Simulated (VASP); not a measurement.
# P in VASP: further runs, part 2 of 2

VASP 6.6.1.

## (3) Single point, r2SCAN, collinear spin

This run uses another cell than the first one, of 15.18 Å³/atom.

Contents of POSCAR:

```
P
1.0
    1.6904964118      0.9760085585      3.0657910646
   -1.6904964118      0.9760085585      3.0657910646
    0.0000000000     -1.9520171168      3.0657910646
P
2
Direct
    0.7729197500      0.7729197500      0.7729197500
    0.2270802500      0.2270802500      0.2270802500
```

Contents of INCAR.step1:

```
SYSTEM = P
ALGO = Normal
EDIFF = 1E-4
ENCUT = 520
GGA = PE
ISMEAR = 0
ISPIN = 2
LASPH = .True.
LCHARG = .False.
LREAL = .False.
LWAVE = .True.
MAGMOM = -0.06 -0.27
NBANDS = 16
NELM = 150
PREC = Accurate
SIGMA = 0.1
```

Contents of INCAR.step2:

```
SYSTEM = P
ALGO = Normal
EDIFF = 1E-6
ENCUT = 520
ISIF = 2
ISMEAR = 0
ISPIN = 2
ISTART = 1
LASPH = .True.
LCHARG = .True.
LELF = .True.
LMIXTAU = .True.
LORBIT = 11
LREAL = .False.
LVHAR = .True.
LWAVE = .False.
MAGMOM = -0.06 -0.27
METAGGA = R2SCAN
NBANDS = 16
NELM = 150
PREC = Accurate
SIGMA = 0.1
```

Contents of KPOINTS:

```
k-points
0
Gamma
  9 9 9
  0 0 0
```

Potentials or basis: VASP PAW PBE potentials, release 64 (P).

The run is started by

```sh
> cat potpaw_PBE.64/P/POTCAR > POTCAR
> cp INCAR.step1 INCAR
> mpirun -np 1 vasp_std > vasp.out
> cp INCAR.step2 INCAR
> mpirun -np 1 vasp_std > vasp.out
```

OUTCAR:

```text
SYSTEM = P
   EDIFF = 1E-6
   ENCUT = 520
   ISIF = 2
   ISMEAR = 0
   ISPIN = 2
   ISTART = 1
   LASPH = .True.
   LORBIT = 11
   LREAL = .False.
   METAGGA = R2SCAN
   NELM = 150
   PREC = Accurate

 ion  position               nearest neighbor table
   1  0.773  0.773  0.773-   2 2.25   2 2.25   2 2.25   2 2.76   2 2.76   2 2.76
   2  0.227  0.227  0.227-   1 2.25   1 2.25   1 2.25   1 2.76   1 2.76   1 2.76

  LATTYP: Found a trigonal (rhomboedric) cell.
 ALAT       =     3.6344801109
 COS(alpha) =     0.5673129383

  Lattice vectors:

 A1 = (   1.6904964118,   0.9760085585,   3.0657910646)
 A2 = (  -1.6904964118,   0.9760085585,   3.0657910646)
 A3 = (   0.0000000000,  -1.9520171168,   3.0657910646)

Analysis of symmetry for initial positions (statically):
=====================================================================
 Subroutine PRICEL returns:
 Original cell was already a primitive cell.

 Routine SETGRP: Setting up the symmetry group for a
 trigonal (rhombohedral) supercell.

 Subroutine GETGRP returns: Found 12 space group operations
[... 1104 lines left out ...]
     16      27.6085      0.00000

 [... further k-points ...]

------------------------ aborting loop because EDIFF is reached ----------------------------------------

  FORCE on cell =-STRESS in cart. coord.  units (eV):
  Direction    XX          YY          ZZ          XY          YZ          ZX
  --------------------------------------------------------------------------------------
  -------------------------------------------------------------------------------------
  Total        1.4245498      1.4245498      0.8426858      0.0000000      0.0000000      0.0000000
  in kB       75.2015073     75.2015073     44.4851022      0.0000000      0.0000000      0.0000000
  external PRESSURE =      64.9627056 kB  Pullay stress =       0.0000000 kB

 VOLUME and BASIS-vectors are now :
 -----------------------------------------------------------------------------
  energy-cutoff  :      520.00
  volume of cell :       30.35
      direct lattice vectors                 reciprocal lattice vectors
     1.690496412  0.976008559  3.065791065     0.295771110  0.170763530  0.108726696
    -1.690496412  0.976008559  3.065791065    -0.295771110  0.170763530  0.108726696
     0.000000000 -1.952017117  3.065791065     0.000000000 -0.341527060  0.108726696

 POSITION                                       TOTAL-FORCE (eV/Angst)
 -----------------------------------------------------------------------------------
      0.00000      0.00000      7.10883         0.000000     -0.000000     -0.317678
      0.00000      0.00000      2.08854         0.000000      0.000000      0.317678
 -----------------------------------------------------------------------------------
    total drift:                                0.000000     -0.000000     -0.000000

  FREE ENERGIE OF THE ION-ELECTRON SYSTEM (eV)
  ---------------------------------------------------
  free  energy   TOTEN  =       -17.7418838318 eV

  energy  without entropy=      -17.7404285813  energy(sigma->0) =      -17.74115621

 total charge

# of ion       s       p       d       tot
------------------------------------------
    1        1.073   1.383   0.000   2.457
    2        1.073   1.383   0.000   2.457
--------------------------------------------------
tot          2.146   2.767   0.000   4.913

 magnetization (x)

# of ion       s       p       d       tot
------------------------------------------
    1        0.000  -0.000   0.000  -0.000
    2        0.000   0.000   0.000   0.000
--------------------------------------------------
tot          0.000   0.000   0.000   0.000
```

OUTCAR.step1:

```text
SYSTEM = P
   EDIFF = 1E-4
   ENCUT = 520
   GGA = PE
   ISMEAR = 0
   ISPIN = 2
[... 1156 lines left out ...]
 -----------------------------------------------------------------------------------
      0.00000      0.00000      7.10883         0.000000     -0.000000     -0.585058
      0.00000      0.00000      2.08854         0.000000      0.000000      0.585058
 -----------------------------------------------------------------------------------
    total drift:                                0.000000     -0.000000      0.000357

  FREE ENERGIE OF THE ION-ELECTRON SYSTEM (eV)
  ---------------------------------------------------
  free  energy   TOTEN  =       -10.6000399817 eV

  energy  without entropy=      -10.5990161246  energy(sigma->0) =      -10.59952805
```

Wall time 6.6 min (1 thread of Oxide Virtual Turin-like, shared host); peak memory 0.17 GiB.

What came out:

```
Free energy                                           : -17.7419 eV
Pressure                                              : 6.5 GPa
Largest force                                         : 0.318 eV/Å
Band gap on the k mesh                                : zero (filled and empty bands overlap)
Net moment                                            : 0.00 μB per cell
Valence electrons inside the program's atomic spheres : P 2.46
```

Forces in eV/Å, atoms in the order of the input:
```
P    0.000  0.000 -0.318
P    0.000  0.000  0.318
```

Levels at points of the mesh, in eV from the Fermi level:
Spin up:
```
           k point  band 2  band 3  band 4  band 5  band 6  band 7  band 8  band 9
(0.00, 0.00, 0.00)   -3.75   -3.43   -3.43   -3.33    1.46    2.72    2.72    6.04
```
Spin down:
| k point | band 2 | band 3 | band 4 | band 5 | band 6 | band 7 | band 8 | band 9 |
| --- | --- | --- | --- | --- | --- | --- | --- | --- |
| (0.00, 0.00, 0.00) | -3.75 | -3.43 | -3.43 | -3.33 | 1.46 | 2.72 | 2.72 | 6.04 |

Caveat: the cell stands under pressure; the PAW data sets were made with another functional, which shifts forces and pressure a little.

## (4) Single point, r2SCAN, collinear spin

This run uses another cell than the first one, of 15.50 Å³/atom.

Contents of POSCAR:

```
P
1.0
    1.7024017084      0.9828820846      3.0873818539
   -1.7024017084      0.9828820846      3.0873818539
    0.0000000000     -1.9657641692      3.0873818539
P
2
Direct
    0.7729197500      0.7729197500      0.7729197500
    0.2270802500      0.2270802500      0.2270802500
```

Contents of INCAR.step1:

```
SYSTEM = P
ALGO = Normal
EDIFF = 1E-4
ENCUT = 520
GGA = PE
ISMEAR = 0
ISPIN = 2
LASPH = .TRUE.
LCHARG = .FALSE.
LREAL = .FALSE.
LWAVE = .TRUE.
MAGMOM = -0.06 -0.27
NBANDS = 16
NELM = 150
PREC = Accurate
SIGMA = 0.1
```

Contents of INCAR.step2:

```
SYSTEM = P
ALGO = Normal
EDIFF = 1E-7
ENCUT = 520
ISIF = 2
ISMEAR = 0
ISPIN = 2
ISTART = 1
LASPH = .TRUE.
LCHARG = .FALSE.
LMIXTAU = .TRUE.
LORBIT = 11
LREAL = .FALSE.
LWAVE = .FALSE.
MAGMOM = -0.06 -0.27
METAGGA = R2SCAN
NBANDS = 16
NELM = 150
PREC = Accurate
SIGMA = 0.1
```

Contents of KPOINTS:

```
k-points
0
G
  9 9 9
  0 0 0
```

The run is started by

```sh
> cat potpaw_PBE.64/P/POTCAR > POTCAR
> cp INCAR.step1 INCAR
> mpirun -np 1 vasp_std > vasp.out
> cp INCAR.step2 INCAR
> mpirun -np 1 vasp_std > vasp.out
```

Wall time 8.4 min (1 thread of Oxide Virtual Turin-like, shared host); peak memory 0.17 GiB.

The run converged. Its results:

```
Free energy                                           : -17.7632 eV
Pressure                                              : 4.0 GPa
Largest force                                         : 0.182 eV/Å
Band gap on the k mesh                                : zero (filled and empty bands overlap)
Net moment                                            : 0.00 μB per cell
Valence electrons inside the program's atomic spheres : P 2.45
```

Forces in eV/Å, atoms in the order of the input:
```
P    0.000  0.000 -0.182
P    0.000  0.000  0.182
```

Stress tensor (GPa, compression positive):
```
4.75 0.00 0.00
0.00 4.75 0.00
0.00 0.00 2.66
```

Levels at points of the mesh, in eV from the Fermi level:
Spin up:
```csv
k point,band 3,band 4,band 5,band 6,band 7,band 8
"(0.00, 0.00, 0.00)",-3.50,-3.41,-3.41,1.41,2.68,2.68
```
Spin down:
| k point | band 2 | band 3 | band 4 | band 5 | band 6 | band 7 | band 8 | band 9 |
| --- | --- | --- | --- | --- | --- | --- | --- | --- |
| (0.00, 0.00, 0.00) | -3.70 | -3.50 | -3.41 | -3.41 | 1.41 | 2.68 | 2.68 | 6.01 |

Caveat: the cell stands under pressure; the PAW data sets were made with another functional, which shifts forces and pressure a little.

## (5) The runs side by side

```csv
level,spin,cell,k mesh,smearing,gap on the mesh (eV),pressure (GPa),moment (μB),largest force (eV/Å)
RPBE+D3(BJ),off,"a = 3.661, b = 3.723, c = 3.698 Å, angles 55.9, 55.3, 56.7°, 2 atoms",7 × 7 × 7,methfessel-paxton 0.1 eV,none,-17.1,-,0.43
r2SCAN,collinear,"a = 3.634 Å, angles 55.4°, 2 atoms",9 × 9 × 9,gaussian 0.1 eV,none,6.5,0.00,0.32
r2SCAN,collinear,"a = 3.660 Å, angles 55.4°, 2 atoms",9 × 9 × 9,gaussian 0.1 eV,none,4.0,0.00,0.18
```

Alike in all rows: task single point; potentials or basis VASP PAW PBE potentials, release 64 (P); cutoff (eV) 520.

Caveats: the PAW data sets were made with another functional, which shifts forces and pressure a little; the cell stands under pressure (at least some runs); the cell stands under tension (at least some runs); the dispersion term is far too large for a dense solid, which distorts pressure and volume (at least some runs).

Total energies depend on the potentials used, so only differences within one code and one set of settings carry meaning.
